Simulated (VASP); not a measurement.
**CdS: elastic constants with PBEsol**

Crystal: CdS.

```
Cd S
1.0
     0.00000    2.85741    2.85741
     2.85741    0.00000    2.85741
     2.85741    2.85741    0.00000
Cd S
1 1
Direct
  0.00000 0.00000 0.00000
  0.75000 0.75000 0.75000
```

```json
{"Program": "VASP 6.6.1", "Task": "elastic constants", "Functional": "PBEsol", "Potentials or basis": "VASP PAW PBE potentials, release 64 (Cd, S)", "Cutoff": "600 eV", "k mesh": "6 × 6 × 6", "Occupations": "gaussian, width 0.01 eV", "Spin": "no spin polarisation", "Dipole correction": "no", "Ions in elastic constants": "relaxed", "Further INCAR settings": "ALGO = Normal; EDIFF = 1e-08; IBRION = 6; POTIM = 0.015; NSW = 1; ISIF = 3"}
```

```yaml
Elastic_constants_C11_C12_C44: 86, 72, 22 GPa
Voigt_bulk_modulus: 77 GPa
Highest_phonon_frequency_at_Γ_LO-TO_splitting_left_out: 261 cm⁻¹
```

Phonon frequencies in cm⁻¹ (negative: imaginary):
| q point | frequencies |
| --- | --- |
| (0.000, 0.000, 0.000) | 0 0 0 261 261 261 |

Elastic tensor in Voigt notation (GPa, in the Cartesian axes of the cell as first typed):
```
86 72 72  0  0  0
72 86 72  0  0  0
72 72 86  0  0  0
 0  0  0 22  0  0
 0  0  0  0 22  0
 0  0  0  0  0 22
```

Clamped-ion elastic tensor (GPa):
```
86 72 72  0  0  0
72 86 72  0  0  0
72 72 86  0  0  0
 0  0  0 68  0  0
 0  0  0  0 68  0
 0  0  0  0  0 68
```

Wall time 6.5 min on 1 thread of Intel Xeon 8259CL, on a shared host, peak memory 0.26 GiB.

Caveat: the cell is under stress, which shifts elastic constants; the PAW data sets were made with another functional, which shifts forces and pressure a little.
